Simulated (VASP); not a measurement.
Here is a VASP 6.6.1 calculation.

File INCAR:

```
SYSTEM = Nb
PREC     = Accurate       ! precision mode
ENCUT    = 500            ! plane-wave cutoff, eV
EDIFF    = 1E-7           ! SCF threshold, eV
ISMEAR   = 0              ! smearing method
SIGMA    = 0.1            ! smearing width, eV
LREAL    = .False.        ! projectors in reciprocal space
LASPH    = .True.         ! aspherical terms in the spheres
NELM     = 120            ! most SCF steps
ALGO     = Normal         ! electronic algorithm
ISIF     = 3              ! what is computed and relaxed
LWAVE    = .False.        ! write WAVECAR
LCHARG   = .False.        ! write CHGCAR
GGA      = RP             ! functional
IBRION   = 2              ! ionic algorithm
NSW      = 80             ! ionic steps
EDIFFG   = -0.02          ! ionic threshold
PSTRESS  = 200.0        
GGA_COMPAT= .False.      
NELMIN   = 4
```

File KPOINTS:

```
regular mesh
0
Gamma
  9 9 9
  0 0 0
```

File POSCAR:

```
Nb
1.0
    0.0000000000      2.0950000000      2.0950000000
    2.0950000000      0.0000000000      2.0950000000
    2.0950000000      2.0950000000      0.0000000000
Nb
1
Direct
    0.0000000000      0.0000000000      0.0000000000
```

Potentials or basis: VASP PAW PBE potentials, release 64 (Nb_sv).

Run with:

```console
$ cat potpaw_PBE.64/Nb_sv/POTCAR > POTCAR
$ mpirun -np 1 vasp_std > vasp.out
```

Task: Estimate the relaxed cell.

Result: a = 2.901 Å, b = 2.901 Å, c = 2.901 Å, α = 60.00°, β = 60.00°, γ = 60.00°.

Task: Predict the band gap on the k mesh.

Result: Zero (an odd number of electrons rules out a gap without spin polarisation).

Task: What does it give for the relaxed volume?

Result: 17.26 Å³/atom.

The path:
```csv
step,energy change (eV),largest force (eV/Å),pressure (GPa),volume (Å³)
1,0.0000,0.0000,7.21,18.39
2,0.6987,0.0000,61.55,14.75
3,0.0887,0.0000,19.38,17.30
4,0.0944,0.0000,19.96,17.26
```

Caveat: the cell is relaxed towards a set pressure, so the run minimises the enthalpy, not the energy; the PAW data sets were made with another functional, which shifts forces and pressure a little.
